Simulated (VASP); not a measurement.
The system is GaN.

```
Ga N
1.0
     0.00000    2.12960    2.12960
     2.12960    0.00000    2.12960
     2.12960    2.12960    0.00000
Ga N
1 1
Direct
  0.00000 0.00000 0.00000
  0.50000 0.50000 0.50000
```

This cell differs from its parent crystal: strain +1.0%.

Base run:

| Quantity | Value |
| --- | --- |
| Program | VASP 6.6.1 |
| Functional | r2SCAN |
| Potentials or basis | VASP PAW PBE potentials, release 64 (Ga_d, N) |
| Cutoff | 520 eV |
| k mesh | 10 × 10 × 10 |
| Occupations | gaussian, width 0.01 eV |
| Spin | no spin polarisation |

Its results: band gap on the k mesh 0.98 eV, indirect (least direct gap 3.02 eV); pressure -5.7 GPa.

**Question.** The run is repeated on the same cell with these changes: functional from r2SCAN to PBE; k mesh from 10 × 10 × 10 to 6 × 6 × 6. What comes out?

**Answer.** Band gap on the k mesh 0.43 eV, indirect (least direct gap 2.46 eV); pressure 1.9 GPa.

Several settings changed at once, so the effect can't be laid on one alone.

Caveats: some runs use coarse meshes; the PAW data sets were made with another functional, which shifts forces and pressure a little (some runs).

A k mesh can miss the band edges.
